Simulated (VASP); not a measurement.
Runs of VASP 6.6.1 on Pt. The structure is that of space group Fm-3m (No. 225), or close to it. The cells are those of the table. 

```tsv
task	cell	cutoff (eV)	smearing	gap on the mesh (eV)	pressure (GPa)	relaxed volume (Å³/atom)
relaxation of cell and atoms	relaxed from a = 2.753 Å, angles 60.0°, 1 atom	600	fermi-dirac 0.15 eV	none	0.0	14.84
single point	a = 2.753 Å, angles 60.0°, 1 atom	520	gaussian 0.1 eV	none	0.8	-
single point	a = 2.756 Å, angles 60.0°, 1 atom	520	fermi-dirac 0.15 eV	none	0.8	-
relaxation of cell and atoms	relaxed from a = 2.752 Å, angles 60.0°, 1 atom	600	gaussian 0.1 eV	none	0.0	(a)
```

Alike in all rows: level LDA; potentials or basis VASP PAW LDA potentials, release 64 (Pt); no spin polarisation; k mesh 16 × 16 × 16.

Estimate the missing entries.

(a) 14.80.

Caveats: spin-orbit coupling is left out, which moves the levels of the heavy elements.

A k mesh can miss the band edges, and the runs leave out spin-orbit coupling on Pt.

A gap of «none» marks levels without a gap at the run's occupations.
